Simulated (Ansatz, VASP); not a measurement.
# Two plane-wave programs on Be3Te2Se

```
CELL_PARAMETERS angstrom
-1.94820 5.83961 2.74822
1.94820 -5.83961 2.74822
1.94820 5.83961 -2.74822
ATOMIC_POSITIONS crystal
Be 0.60627 0.76298 0.84329
Be 0.91969 0.76298 0.15671
Be 0.22489 0.72489 0.50000
Te 0.66449 0.99952 0.66497
Te 0.33455 0.99952 0.33503
Se 0.00012 0.00012 0.00000
```

Alike in both runs: functional PBE; k mesh 8 × 8 × 8; no spin polarisation.

Ansatz relaxed the structure, and its values are those at the end. VASP's run is a single point on that final structure, the one shown.

```csv
,VASP,Ansatz
version,VASP 6.6.1,Ansatz 0.2.0
potentials or method,"VASP PAW PBE potentials, release 64 (Be, Te, Se), cutoff 520 eV","scalar-relativistic, plane waves, PAW"
occupations,"gaussian, width 0.01 eV",fixed
valence electrons in the cell,24,54
```

```tsv
	VASP	Ansatz	Ansatz less VASP
gap on the k mesh at the Fermi level (eV)	1.94	1.95	+0.013
least direct gap on the mesh (eV)	2.09	2.10	+0.012
pressure (GPa)	0.2	0.0	-0.15
```

VASP's potentials hold 24 valence electrons a cell and Ansatz's 54, so a difference there can come from the potentials and not from the codes.

Spin-orbit coupling is off throughout.
